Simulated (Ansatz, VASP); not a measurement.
## One calculation of Ru, two programs

The input INCAR:

```
PREC = Accurate
ENCUT = 520
EDIFF = 1E-6
ISMEAR = -1
SIGMA = 0.03
LREAL = F
LASPH = T
NELM = 80
ALGO = Normal
ISIF = 2
LWAVE = F
LCHARG = F
GGA = PE
NBANDS = 21
```

File KPOINTS:

```
Automatic mesh
0
Gamma
  14 14 8
```

The input POSCAR:

```
Ru
1.0
    2.7057993342      0.0270579933      0.0270579933
   -1.3294667575      2.3297619643      0.0099039129
    0.0428190000      0.0428190000      4.2819000000
Ru
2
Direct
    0.3333333333      0.6666666667      0.2500000000
    0.6666666667      0.3333333333      0.7500000000
```

Input for Ansatz:

```yaml
crystal:
  lattice:
    - [2.7057993342, 0.0270579933, 0.0270579933]
    - [-1.3294667575, 2.3297619643, 0.0099039129]
    - [0.042819, 0.042819, 4.2819]
  atoms:
    - { symbol: Ru, position: [0.3333333333, 0.6666666667, 0.25] }
    - { symbol: Ru, position: [0.6666666667, 0.3333333333, 0.75] }
kpoints:
  mp_grid: { grid: [14, 14, 8] }
  band_path:
    path:
      - [0.0, 0.0, 0.0]
      - [0.0, -0.5, 0.0]
      - [0.0, 0.0, 0.5]
      - [0.0, 0.0, 0.0]
      - [-0.5, 0.0, 0.0]
      - [-0.5, 0.5, -0.5]
      - [0.0, 0.0, 0.0]
      - [-0.5, 0.0, -0.5]
      - [-0.5, 0.5, 0.0]
    npoints: 5
scf:
  occupations: { method: fermi_dirac, width: 0.03 }
hamiltonian:
  xc: pbe
  pseudopotentials: { kind: all_electron, lapw: { basis_error: 0.0005 } }
output:
  forces: true
  stress: true
  eigenvalues: true
```

Change from the starting cell: equal xy, yz and zx shear strains of +2 %.

Alike in both runs: task single point; functional PBE; k mesh 14 × 14 × 8; occupations fermi-dirac, width 0.03 eV; no spin polarisation.

```csv
,VASP,Ansatz
version,VASP 6.6.1,Ansatz 0.2.0
potentials or method,"VASP PAW PBE potentials, release 64 (Ru_pv), cutoff 520 eV","all-electron LAPW, scalar-relativistic"
```

```tsv
	VASP	Ansatz	Ansatz less VASP
pressure (GPa)	4.8	4.9	+0.02
traceless stress, the component that is largest in VASP (GPa)	-3.94	-3.93	+0.003
rms of the force components (eV/Å)	0.039	0.039	-0.0001
```

Atom by atom the forces differ by 0.000 eV/Å (rms over components). Ansatz ran all-electron here, and VASP with PAW potentials.
